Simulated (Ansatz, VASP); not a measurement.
# Two plane-wave programs on Hg

INCAR

```
SYSTEM = Hg
PREC = Accurate
ENCUT = 600
EDIFF = 1E-7
ISMEAR = -1
SIGMA = 0.1
LREAL = .False.
LASPH = .True.
NELM = 80
ALGO = Normal
ISIF = 3
LWAVE = .False.
LCHARG = .False.
GGA = RP
IBRION = 2
NSW = 80
EDIFFG = -0.01
```

Contents of KPOINTS:

```
regular mesh
0
Gamma
  12 12 12
  0 0 0
```

File POSCAR:

```
Hg
1.0
    0.0000000000      2.2595506664      2.2595506664
    2.2595506664      0.0000000000      2.2595506664
    2.2595506664      2.2595506664      0.0000000000
Hg
1
Direct
    0.0000000000      0.0000000000      0.0000000000
```

Input for Ansatz:

```yaml
crystal:
  lattice:
    - [0.0, 2.2595506664, 2.2595506664]
    - [2.2595506664, 0.0, 2.2595506664]
    - [2.2595506664, 2.2595506664, 0.0]
  atoms:
    - { symbol: Hg, position: [0.0, 0.0, 0.0] }
hamiltonian:
  xc: rpbe
  pseudopotentials:
    kind: paw
    azcp:
      Hg: "pseudopotentials/Hg.paw.azcp"
basis:
  ecutwfc: 420
  fft_grid_basis: typed
kpoints:
  mp_grid: { grid: [12, 12, 12], shift: [0, 0, 0] }
magnetization:
  spin_polarized: false
scf:
  occupations: { method: fermi_dirac, width: 0.1 }
relax:
  max_steps: 60
  f_tol: 0.01
  cell: {}
```

Alike in both runs: task relaxation of cell and atoms; functional RPBE; k mesh 12 × 12 × 12; occupations fermi-dirac, width 0.1 eV; no spin polarisation.

|  | VASP | Ansatz |
| --- | --- | --- |
| version | VASP 6.6.1 | Ansatz 0.2.0 |
| potentials or method | VASP PAW PBE potentials, release 64 (Hg), cutoff 600 eV | plane waves (420 eV) with PAW, scalar-relativistic |
| valence electrons in the cell | 12 | 20 |

|  | VASP | Ansatz | Ansatz less VASP |
| --- | --- | --- | --- |
| relaxed volume (Å³/atom) | 61.68 | 97.31 | +35.629 |
| relaxed cell length with the largest relative difference (Å) | 4.435 | 5.163 | +0.7279 |

VASP's potentials were made for PBE, not for RPBE. One of these differences is far larger than is usual between the two programs; its cause wasn't traced. VASP's potentials hold 12 valence electrons a cell and Ansatz's 20, so a difference there can come from the potentials and not from the codes.

Spin-orbit coupling is off throughout. Noted on VASP's run: the volume moved by over 15 % at a fixed basis, so the end points are rough.
